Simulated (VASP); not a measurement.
# Li in VASP: single point with PBE

Aim: the single point of Li with PBE.

Everything below comes from runs of VASP 6.6.1. Logs are shortened: lines on timing, memory, paths and dates and some standing lists are left out, and cuts for length are marked.

**1. The cell of the first run**

The cell holds a slab with vacuum, 36 atoms: a = 10.297 Å, b = 10.297 Å, c = 21.149 Å, α = 90.00°, β = 90.00°, γ = 90.00°.

**2. Single point, PBE**

Input file INCAR:

```
PREC = Accurate
ENCUT = 520
EDIFF = 1E-6
ISMEAR = 0
SIGMA = 0.1
LREAL = Auto
LASPH = True
NELM = 100
ALGO = Normal
ISIF = 2
LWAVE = False
LCHARG = True
LDIPOL = True
IDIPOL = 3
DIPOL = 0.5 0.5 0.504
GGA = PE
LELF = True
LVHAR = True
LVACPOTAV = True
NBANDS = 78
```

Input file KPOINTS:

```
Automatic mesh
0
Gamma
  2 2 1
```

Input file POSCAR:

```
Li
1.0
   10.2973427163      0.0000000000      0.0000000000
    0.0000000000     10.2973427163      0.0000000000
    0.0000000000      0.0000000000     21.1486713582
Li
36
Direct
    0.1666666667      0.8333333333      0.3782743542
    0.1666666667      0.1666666667      0.3782743542
    0.1666666667      0.5000000000      0.3782743542
    0.5000000000      0.8333333333      0.3782743542
    0.5000000000      0.1666666667      0.3782743542
    0.5000000000      0.5000000000      0.3782743542
    0.8333333333      0.8333333333      0.3782743542
    0.8333333333      0.1666666667      0.3782743542
    0.8333333333      0.5000000000      0.3782743542
    0.3333333333      0.6666666667      0.4594247847
    0.3333333333      0.0000000000      0.4594247847
    0.3333333333      0.3333333333      0.4594247847
    0.6666666667      0.6666666667      0.4594247847
    0.6666666667      0.0000000000      0.4594247847
    0.6666666667      0.3333333333      0.4594247847
    0.0000000000      0.6666666667      0.4594247847
    0.0000000000      0.0000000000      0.4594247847
    0.0000000000      0.3333333333      0.4594247847
    0.5000000000      0.5000000000      0.5440141588
    0.5000000000      0.8333333333      0.5440141588
    0.5000000000      0.1666666667      0.5440141588
    0.8333333333      0.5000000000      0.5440141588
    0.8333333333      0.8333333333      0.5440141588
    0.8333333333      0.1666666667      0.5440141588
    0.1666666667      0.5000000000      0.5440141588
    0.1666666667      0.8333333333      0.5440141588
    0.1666666667      0.1666666667      0.5440141588
    0.6666666667      0.3333333333      0.6331232446
    0.6666666667      0.6666666667      0.6331232446
    0.6666666667      0.0000000000      0.6331232446
    0.0000000000      0.3333333333      0.6331232446
    0.0000000000      0.6666666667      0.6331232446
    0.0000000000      0.0000000000      0.6331232446
    0.3333333333      0.3333333333      0.6331232446
    0.3333333333      0.6666666667      0.6331232446
    0.3333333333      0.0000000000      0.6331232446
```

Potentials or basis: VASP PAW PBE potentials, release 64 (Li_sv).

Launch:

```bash
> cat potpaw_PBE.64/Li_sv/POTCAR > POTCAR
> mpirun -np 1 vasp_std > vasp.out
```

OUTCAR:

```text
PREC = Accurate
   ENCUT = 520
   EDIFF = 1E-6
   ISMEAR = 0
   LREAL = Auto
   LASPH = True
   NELM = 100
   ISIF = 2
   GGA = PE

 ion  position               nearest neighbor table
   1  0.167  0.833  0.378-
   2  0.167  0.167  0.378-
   3  0.167  0.500  0.378-
   4  0.500  0.833  0.378-
   5  0.500  0.167  0.378-
   6  0.500  0.500  0.378-
[... 37 lines left out ...]
 A1 = (  10.2973427163,   0.0000000000,   0.0000000000)
 A2 = (   0.0000000000,  10.2973427163,   0.0000000000)
 A3 = (   0.0000000000,   0.0000000000,  21.1486713582)

Analysis of symmetry for initial positions (statically):
=====================================================================
 Subroutine PRICEL returns following result:

  LATTYP: Found a simple tetragonal cell.
 ALAT       =     3.4324475718
 C/A-ratio  =     6.1613967631

  Lattice vectors:

 A1 = (   3.4324475718,   0.0000000000,   0.0000000000)
 A2 = (   0.0000000000,   3.4324475718,   0.0000000000)
 A3 = (   0.0000000000,   0.0000000000,  21.1486713582)

   9 primitive cells build up your supercell.

 Routine SETGRP: Setting up the symmetry group for a
 simple tetragonal supercell.

 Subroutine GETGRP returns: Found  8 space group operations
 (whereof  8 operations were pure point group operations)
 out of a pool of 16 trial point group operations.

The static configuration has the point symmetry C_4v.

Analysis of symmetry for dynamics (positions and initial velocities):
=====================================================================
 Subroutine PRICEL returns following result:

  LATTYP: Found a simple tetragonal cell.
 ALAT       =     3.4324475718
 C/A-ratio  =     6.1613967631

  Lattice vectors:

 A1 = (   3.4324475718,   0.0000000000,   0.0000000000)
 A2 = (   0.0000000000,   3.4324475718,   0.0000000000)
 A3 = (   0.0000000000,   0.0000000000,  21.1486713582)

   9 primitive cells build up your supercell.

 Routine SETGRP: Setting up the symmetry group for a
 simple tetragonal supercell.

 Subroutine GETGRP returns: Found  8 space group operations
 (whereof  8 operations were pure point group operations)
[... 86 lines left out ...]
   EDIFFG = 0.1E-04   stopping-criterion for IOM
   NSW    =      0    number of steps for IOM
   IBRION =     -1    ionic relax: 0-MD 1-quasi-New 2-CG
   NFREE  =      0    steps in history (QN), initial steepest desc. (CG)
   ISIF   =      2    stress and relaxation
   ISYM   =      2    0-nonsym 1-usesym 2-fastsym
   POTIM  = 0.5000    time-step for ionic-motion
   TEBEG  =    0.0;   TEEND  =   0.0 temperature during run
   PSTRESS=    0.0 pullay stress
   NELECT =     108.0000    total number of electrons
   NUPDOWN=      -1.0000    fix difference up-down
   EMIN   =  10.00;   EMAX   =-10.00  energy-range for DOS
   EFERMI =   0.00;   METHOD = LEGACY
   ISMEAR =     0;   SIGMA  =   0.10  broadening in eV -4-tet -1-fermi 0-gaus
   EFERMI_NEDOS =   21; number of points for ismear=-14 and -15
   IALGO  =     38    algorithm
   IMIX   =      4    mixing-type and parameters
     AMIX     =   0.40;   BMIX     =  1.00
     AMIX_MAG =   1.60;   BMIX_MAG =  1.00
  volume/ion in A,a.u.               =      62.29       420.37
  Fermi-wavevector in a.u.,A,eV,Ry     =   0.595623  1.125565  4.826898  0.354767
  Thomas-Fermi vector in A             =   1.645658
   LORBIT       =      0    0 simple, 1 ext, 2 COOP (PROOUT), +10 PAW based schemes
   GGA     = PE    functional components
   LHFCALC =     F    Hartree Fock is set to
   AEXX    =    0.0000 exact exchange contribution
   IVDW    =     0    specifies the selected vdW correction
   LEPSILON=     F    determine dielectric tensor
   LRPA    =     F    only Hartree local field effects (RPA)
 non-spin polarized calculation
 Gauss-broadening in eV      SIGMA  =   0.10
  energy-cutoff  :      520.00
  volume of cell :     2242.51
 maximum number of plane-waves:     60408
 NGX is ok and might be reduce to    80
   NGX = 39   NGY = 39   NGZ = 79

 dipolmoment           0.000000      0.000000      0.327388 electrons x Angstroem

 number of electron     107.9999911 magnetization

 dipolmoment           0.000000      0.000000     -0.018860 electrons x Angstroem

 Free energy of the ion-electron system (eV)
  ---------------------------------------------------
  ext. energy  EPLUGINS =         0.00000000
  ---------------------------------------------------
  free energy    TOTEN  =       -62.41280843 eV

  energy without entropy =      -62.29075800  energy(sigma->0) =      -62.35178321

 E-fermi :  -1.7533     XC(G=0):  -3.2210

 val. band max:       -1.8074632083   @ k =   0.0000   0.0000   0.0000
 cond. band min:      -1.7419771835   @ k =   0.5000   0.0000   0.0000
 fundamental gap:      0.0654860248
 Fermi energy:        -1.7532553433

 k-point     1 :       0.0000    0.0000    0.0000
  band No.  band energies     occupation
      1     -49.1399      2.00000
      2     -49.1388      2.00000
      3     -49.1388      2.00000
      4     -49.1388      2.00000
      5     -49.1388      2.00000
      6     -49.1377      2.00000
[... 196 lines left out ...]
     65      -1.0369      0.00000
     66      -1.0369      0.00000
 [bands above 66 left out]

------------------------ aborting loop because EDIFF is reached ----------------------------------------

  FORCE on cell =-STRESS in cart. coord.  units (eV):
  Direction    XX          YY          ZZ          XY          YZ          ZX
  --------------------------------------------------------------------------------------
  -------------------------------------------------------------------------------------
  Total       -9.1228652     -9.1228652      1.0280443      0.0000000      0.0000000      0.0000000
  in kB       -6.5179109     -6.5179109      0.7344953      0.0000000      0.0000000      0.0000000
  external PRESSURE =      -4.1004422 kB  Pullay stress =       0.0000000 kB

 VOLUME and BASIS-vectors are now :
 -----------------------------------------------------------------------------
  energy-cutoff  :      520.00
  volume of cell :     2242.51
      direct lattice vectors                 reciprocal lattice vectors
    10.297342716  0.000000000  0.000000000     0.097112433  0.000000000  0.000000000
     0.000000000 10.297342716  0.000000000     0.000000000  0.097112433  0.000000000
     0.000000000  0.000000000 21.148671358     0.000000000  0.000000000  0.047284294

 POSITION                                       TOTAL-FORCE (eV/Angst)
 -----------------------------------------------------------------------------------
      1.71622      8.58112      8.00000        -0.000000      0.000000     -0.105346
      1.71622      1.71622      8.00000        -0.000000     -0.000000     -0.105346
      1.71622      5.14867      8.00000         0.000000      0.000000     -0.105346
      5.14867      8.58112      8.00000        -0.000000      0.000000     -0.105346
      5.14867      1.71622      8.00000        -0.000000      0.000000     -0.105346
      5.14867      5.14867      8.00000        -0.000000      0.000000     -0.105346
[... 28 lines left out ...]
      3.43245      6.86490     13.38972        -0.000000     -0.000000     -0.005464
      3.43245      0.00000     13.38972        -0.000000     -0.000000     -0.005464
 -----------------------------------------------------------------------------------
    total drift:                               -0.000000      0.000000     -0.017569

  FREE ENERGIE OF THE ION-ELECTRON SYSTEM (eV)
  ---------------------------------------------------
  free  energy   TOTEN  =       -62.4128084251 eV

  energy  without entropy=      -62.2907579958  energy(sigma->0) =      -62.35178321

 vacuum level on the upper side and lower side of the slab         1.377         1.410
```

OSZICAR:

```text
N       E                     dE             d eps       ncg     rms          rms(c)
DAV:   1     0.525591501550E+03    0.52559E+03   -0.52975E+04   564   0.112E+03
DAV:   2     0.876640676154E+02   -0.43793E+03   -0.41669E+03   580   0.300E+02
DAV:   3    -0.128482438246E+02   -0.10051E+03   -0.98915E+02   852   0.859E+01
[... 15 lines left out ...]
DAV:  19    -0.624126469049E+02   -0.18366E-03   -0.90095E-06   464   0.529E-03    0.444E-03
DAV:  20    -0.624127951445E+02   -0.14824E-03   -0.13092E-05   464   0.427E-03    0.123E-03
DAV:  21    -0.624128018635E+02   -0.67191E-05   -0.99259E-07   408   0.176E-03    0.646E-04
DAV:  22    -0.624128080202E+02   -0.61567E-05   -0.60956E-07   368   0.125E-03    0.330E-04
DAV:  23    -0.624128084251E+02   -0.40486E-06   -0.10382E-07   320   0.797E-04
   1 F= -.62412808E+02 E0= -.62351783E+02  d E =-.122050E+00
```

It took 16 min on 1 thread of Intel Xeon 6975P-C (Granite Rapids), shared host; peak memory 1.8 GiB.

What came out:

```
Free energy            : -62.4128 eV
Largest force          : 0.106 eV/Å
Band gap on the k mesh : zero (bands 54 and 55 overlap by 0.19 eV)
```

Forces on the atoms (eV/Å):
```
Li   0.000  0.000 -0.105
Li   0.000  0.000 -0.105
Li   0.000  0.000 -0.105
Li   0.000  0.000 -0.105
Li   0.000  0.000 -0.105
Li   0.000  0.000 -0.105
Li   0.000  0.000 -0.105
Li   0.000  0.000 -0.105
Li   0.000  0.000 -0.105
Li   0.000  0.000  0.106
Li   0.000  0.000  0.106
Li   0.000  0.000  0.106
Li   0.000  0.000  0.106
Li   0.000  0.000  0.106
Li   0.000  0.000  0.106
Li   0.000  0.000  0.106
Li   0.000  0.000  0.106
Li   0.000  0.000  0.106
Li   0.000  0.000  0.005
Li   0.000  0.000  0.005
Li   0.000  0.000  0.005
Li   0.000  0.000  0.005
Li   0.000  0.000  0.005
Li   0.000  0.000  0.005
Li   0.000  0.000  0.005
Li   0.000  0.000  0.005
Li   0.000  0.000  0.005
Li   0.000  0.000 -0.005
Li   0.000  0.000 -0.005
Li   0.000  0.000 -0.005
Li   0.000  0.000 -0.005
Li   0.000  0.000 -0.005
Li   0.000  0.000 -0.005
Li   0.000  0.000 -0.005
Li   0.000  0.000 -0.005
Li   0.000  0.000 -0.005
```

Caveat: the cutoff is under 1.25 times the usual one of these potentials, so pressure, stress and relaxed cells hold a basis-set (Pulay) error.

The gap in the log of VASP goes by the Fermi energy; the results here count the filled bands.